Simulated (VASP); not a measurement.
Wanted: the native input for a VASP 6.6.1 run.

```
Task                   : single point
Functional             : revPBE
Potentials or basis    : VASP PAW PBE potentials, release 64 (Mo_sv)
Cutoff                 : 520 eV
k mesh                 : 15 × 15 × 8
Occupations            : fermi-dirac, width 0.1 eV
Spin                   : no spin polarisation
Dipole correction      : no
Further INCAR settings : ALGO = Normal; EDIFF = 1e-06; NBANDS = 21
```

The structure of Mo lies in POSCAR:

```
Mo
1.0
   -1.8719925339      1.8718438918      1.2946339084
    1.8718438918     -1.8719925339      1.2946339084
    3.0821767778      3.0821767778     -1.2949061466
Mo
2
Direct
    0.9999595626      0.0000404374      0.0000000000
    0.7500404374      0.2499595626      0.5000000000
```

The input as run:

INCAR

```
SYSTEM = Mo
ALGO = Normal
EDIFF = 1E-6
ENCUT = 520
GGA = RE
ISIF = 2
ISMEAR = -1
LASPH = .TRUE.
LCHARG = .FALSE.
LREAL = .FALSE.
LWAVE = .FALSE.
NBANDS = 21
NELM = 100
PREC = Accurate
SIGMA = 0.1
```

KPOINTS

```
k-points
0
G
  15 15 8
  0 0 0
```

Potentials or basis: VASP PAW PBE potentials, release 64 (Mo_sv).

Run with:

```bash
$ cat potpaw_PBE.64/Mo_sv/POTCAR > POTCAR
$ mpirun -np 1 vasp_std > vasp.out
```

Results of the run:

The pressure is 24.0 GPa and the largest force is 0.004 eV/Å. The band gap on the k mesh is zero (bands 14 and 15 overlap by 1.84 eV).

Caveat: the cell stands under pressure; the PAW data sets were made with another functional, which shifts forces and pressure a little.

Run time: 6.5 min on 1 thread of Oxide Virtual Turin-like Processor, with other jobs on the host, peak memory 0.31 GiB.
